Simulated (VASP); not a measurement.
Set up this calculation in VASP 6.6.1, as the native input.

```yaml
Task: single point
Functional: PBE
Dispersion: D3(BJ)
Potentials_or_basis: VASP PAW PBE potentials, release 64 (Be)
Cutoff: 520 eV
k_mesh: 24 × 24 × 12
Occupations: gaussian, width 0.15 eV
Spin: no spin polarisation
Dipole_correction: no
Further_INCAR_settings: ALGO = Fast; EDIFF = 1e-06; NBANDS = 9
```

The structure of Be lies in POSCAR:

```
Be
1.0
    2.2511737121      0.0000000000      0.0000000000
   -1.1255868561      1.9495736230      0.0000000000
    0.0000000000      0.0000000000      3.5585571504
Be
2
Direct
    0.3176165720      0.6666666667      0.2500000000
    0.6823834280      0.3333333333      0.7500000000
```

This cell differs from its parent crystal: atoms displaced along a vibrational mode, the cell strained.

These files were run (other wordings do the same):

INCAR

```
SYSTEM = Be
PREC     = Accurate       ! precision mode
ENCUT    = 520            ! plane-wave cutoff, eV
EDIFF    = 1E-6           ! SCF threshold, eV
ISMEAR   = 0              ! smearing method
SIGMA    = 0.15           ! smearing width, eV
LREAL    = .False.        ! projectors in reciprocal space
LASPH    = .True.         ! aspherical terms in the spheres
NELM     = 80             ! most SCF steps
ALGO     = Fast           ! electronic algorithm
ISIF     = 2              ! what is computed and relaxed
LWAVE    = .False.        ! write WAVECAR
LCHARG   = .False.        ! write CHGCAR
GGA      = PE             ! functional
IVDW     = 12             ! dispersion correction
NBANDS   = 9              ! bands
```

KPOINTS

```
Automatic mesh
0
Gamma
  24 24 12
  0 0 0
```

Potentials or basis: VASP PAW PBE potentials, release 64 (Be).

Run with:

```sh
$ cat potpaw_PBE.64/Be/POTCAR > POTCAR
$ mpirun -np 1 vasp_std > vasp.out
```

Results of the run:

```json
{
  "Pressure": "-5.8 GPa",
  "Largest force": "0.254 eV/Å",
  "Band gap on the k mesh": "zero (bands 2 and 3 overlap by 2.10 eV)",
  "Dispersion energy per atom": "-0.360 eV"
}
```

Caveat: the cell differs from its parent crystal (atoms displaced along a vibrational mode, the cell strained); the cell stands under tension.

It took 110 s on 1 thread of Oxide Virtual Turin-like Processor, on a shared host, peak memory 0.31 GiB.
